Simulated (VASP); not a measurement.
A run of VASP 6.6.1:

Contents of INCAR:

```
SYSTEM = HfB
PREC = Accurate ; ENCUT = 520
EDIFF = 1E-6 ; ISMEAR = 0
SIGMA = 0.1 ; LREAL = .FALSE.
LASPH = .TRUE. ; NELM = 100
ALGO = Normal ; ISIF = 2
LWAVE = .FALSE. ; LCHARG = .FALSE.
GGA = PS ; NBANDS = 14
```

File KPOINTS:

```
regular mesh
0
G
  10 10 10
  0 0 0
```

Contents of POSCAR:

```
HfB
1.0
    0.0000000000      2.3100000000      2.3100000000
    2.3100000000      0.0000000000      2.3100000000
    2.3100000000      2.3100000000      0.0000000000
Hf B
1 1
Direct
    0.5000000000      0.5000000000      0.5000000000
    0.0000000000      0.0000000000      0.0000000000
```

Potentials or basis: VASP PAW PBE potentials, release 64 (Hf_pv, B).

Command:

```bash
$ cat potpaw_PBE.64/Hf_pv/POTCAR potpaw_PBE.64/B/POTCAR > POTCAR
$ mpirun -np 1 vasp_std > vasp.out
```

Hardware: 1 thread of Intel Xeon 6975P-C, with other jobs on the host.

How long does it take, and how much memory?

Wall time 5.5 s on 1 thread of Intel Xeon 6975P-C, on a shared host, peak memory 0.15 GiB. Counts: scf iterations 12, k points 47.
